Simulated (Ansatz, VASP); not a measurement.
# MgS: VASP beside Ansatz

INCAR

```
SYSTEM = MgS
PREC     = Accurate       ! precision mode
ENCUT    = 600            ! plane-wave cutoff, eV
EDIFF    = 1E-7           ! SCF threshold, eV
ISMEAR   = 0              ! smearing method
SIGMA    = 0.02           ! smearing width, eV
LREAL    = .FALSE.        ! projectors in reciprocal space
LASPH    = .TRUE.         ! aspherical terms in the spheres
NELM     = 120            ! most SCF steps
ALGO     = Normal         ! electronic algorithm
ISIF     = 3              ! what is computed and relaxed
LWAVE    = .FALSE.        ! write WAVECAR
LCHARG   = .FALSE.        ! write CHGCAR
GGA      = PE             ! functional
IBRION   = 2              ! ionic algorithm
NSW      = 100            ! ionic steps
EDIFFG   = -0.005         ! ionic threshold
GGA_COMPAT= .FALSE.      
NELMIN   = 4
```

The input KPOINTS:

```
Automatic mesh
0
G
  8 8 8
  0 0 0
```

POSCAR

```
MgS
1.0
    0.0000000000      2.8331200468      2.8331200468
    2.8331200468      0.0000000000      2.8331200468
    2.8331200468      2.8331200468      0.0000000000
Mg S
1 1
Direct
    0.0000000000      0.0000000000      0.0000000000
    0.7500000000      0.7500000000      0.7500000000
```

Input for Ansatz:

```yaml
crystal:
  lattice:
    - [0.0, 2.8331200468, 2.8331200468]
    - [2.8331200468, 0.0, 2.8331200468]
    - [2.8331200468, 2.8331200468, 0.0]
  atoms:
    - { symbol: Mg, position: [0.0, 0.0, 0.0] }
    - { symbol: S, position: [0.75, 0.75, 0.75] }
basis:
  ecutwfc: 520.0
kpoints:
  mp_grid: { grid: [8, 8, 8] }
hamiltonian:
  xc: pbe
  pseudopotentials: { kind: paw }
scf:
  occupations: { method: gaussian, width: 0.02 }
output:
  forces: true
  stress: true
  eigenvalues: true
  write_density: true
  write_potential: true
  elf: true
  volumetric_format: npy
relax:
  adjacent_minimum: "off"
  f_tol: 0.005
  max_steps: 80
  cell: { stress_tol: 0.05 }
```

Alike in both runs: task relaxation of cell and atoms; functional PBE; k mesh 8 × 8 × 8; occupations gaussian, width 0.02 eV; no spin polarisation.

|  | VASP | Ansatz |
| --- | --- | --- |
| version | VASP 6.6.1 | Ansatz 0.2.0 |
| potentials or method | VASP PAW PBE potentials, release 64 (Mg, S), cutoff 600 eV | scalar-relativistic, plane waves, PAW |
| valence electrons in the cell | 8 | 16 |

|  | VASP | Ansatz | Ansatz less VASP |
| --- | --- | --- | --- |
| gap on the k mesh at the Fermi level, each at its own relaxed structure (eV) | 3.38 | 3.37 | -0.003 |
| relaxed volume (Å³/atom) | 23.06 | 23.11 | +0.053 |
| relaxed length of the cell vector where the two differ most in proportion (Å) | 4.025 | 4.029 | +0.0031 |

VASP's potentials hold 8 valence electrons a cell and Ansatz's 16, so a difference there can come from the potentials and not from the codes.
